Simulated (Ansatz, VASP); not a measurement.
# One calculation of ScAl2N3, two programs

```
Sc Al N
1.0
     5.23469    0.00000    0.00000
    -2.61734    4.53337    0.00000
     0.00000    0.00000    2.66223
Sc Al N
1 2 3
Direct
  0.00000 0.00000 0.00000
  0.33333 0.66667 0.00000
  0.66667 0.33333 0.00000
  0.50000 0.00000 0.50000
  0.50000 0.50000 0.50000
  0.00000 0.50000 0.50000
```

Change from the starting cell: species swapped into the ScCo3B2 type (P6/mmm, No. 191).

Alike in both runs: functional PBE; k mesh 3 × 3 × 4; occupations gaussian, width 0.15 eV; no spin polarisation.

Ansatz relaxed the structure, and its values are those at the end. VASP's run is a single point on that final structure, the one shown.

```csv
,VASP,Ansatz
version,VASP 6.6.1,Ansatz 0.2.0
potentials or method,"VASP PAW PBE potentials, release 64 (Sc_sv, Al, N), cutoff 600 eV","scalar-relativistic, plane waves, PAW"
valence electrons in the cell,32,32
```

|  | VASP | Ansatz | Ansatz less VASP |
| --- | --- | --- | --- |
| gap on the k mesh at the Fermi level (eV) | none | none | - |
| pressure (GPa) | -0.4 | -0.2 | +0.20 |

A gap of «none» marks a metal or a gap that the smearing closes. With one functional, cell and mesh, what is left measures potentials, basis and numerics.

The k mesh is coarse, so the values compare programs but aren't converged.
